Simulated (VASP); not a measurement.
Here is a VASP 6.6.1 calculation.

INCAR

```
  PREC = Accurate
  ENCUT = 520
  EDIFF = 1E-7
  ISMEAR = 0
  SIGMA = 0.05
  LREAL = False
  LASPH = True
  NELM = 100
  ALGO = Normal
  ISIF = 2
  LWAVE = False
  LCHARG = False
  GGA = CA
  NBANDS = 16
```

File KPOINTS:

```
Automatic mesh
0
Gamma
  10 10 10
```

File POSCAR:

```
BaC2
1.0
   -2.0933449500      2.0933449500      3.6344930000
    2.0933449500     -2.0933449500      3.6344930000
    2.0933449500      2.0933449500     -3.6344930000
Ba C
1 2
Direct
    0.0000000000      0.0000000000      0.0000000000
    0.5870080000      0.5870080000      0.0000000000
    0.4129920000      0.4129920000      0.0000000000
```

Potentials or basis: VASP PAW LDA potentials, release 64 (Ba_sv, C).

Command:

```console
$ cat potpaw_LDA.64/Ba_sv/POTCAR potpaw_LDA.64/C/POTCAR > POTCAR
$ mpirun -np 1 vasp_std > vasp.out
```

Problem. What does it give for the largest force?

Solution. 0.750 eV/Å.

Problem. Estimate the pressure.

Solution. 0.4 GPa.

Problem. Predict the band gap on the k mesh.

Solution. 1.17 eV (least direct gap 1.90 eV).

Forces in eV/Å, atoms in the order of the input:
```
Ba   0.000  0.000  0.000
C    0.000  0.000 -0.750
C    0.000  0.000  0.750
```

Caveat: the cell differs from its parent crystal (strain -0.050 along x and y, +0.000 along z); spin-orbit coupling is left out, which moves the levels of the heavy elements. A k mesh can miss the band edges.
